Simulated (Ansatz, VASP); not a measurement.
# InP in VASP and in Ansatz

```
In P
1.0
     0.00000    2.53387    3.03967
     3.03967    0.00000    3.03967
     3.03967    2.53387    0.00000
In P
1 1
Direct
  0.00000 0.00000 0.00000
  0.75000 0.75000 0.75000
```

Alike in both runs: task single point; functional LDA; k mesh 12 × 12 × 12; occupations gaussian, width 0.05 eV; no spin polarisation.

```csv
,VASP,Ansatz
version,VASP 6.6.1,Ansatz 0.2.0
potentials or method,"VASP PAW LDA potentials, release 64 (In_d, P), cutoff 520 eV","scalar-relativistic, plane waves, PAW"
valence electrons in the cell,18,18
```

```csv
,VASP,Ansatz,Ansatz less VASP
gap on the k mesh at the Fermi level (eV),0.29,0.29,-0.003
least direct gap on the mesh (eV),0.37,0.34,-0.032
pressure (GPa),3.3,3.3,-0.02
"traceless stress, the component that is largest in VASP (GPa)",3.24,3.25,+0.014
```

Ansatz warns that its potentials were made for another functional, while VASP's fit it. LDA's correlation is that of Perdew and Zunger in VASP and of Perdew and Wang (1992) in Ansatz.
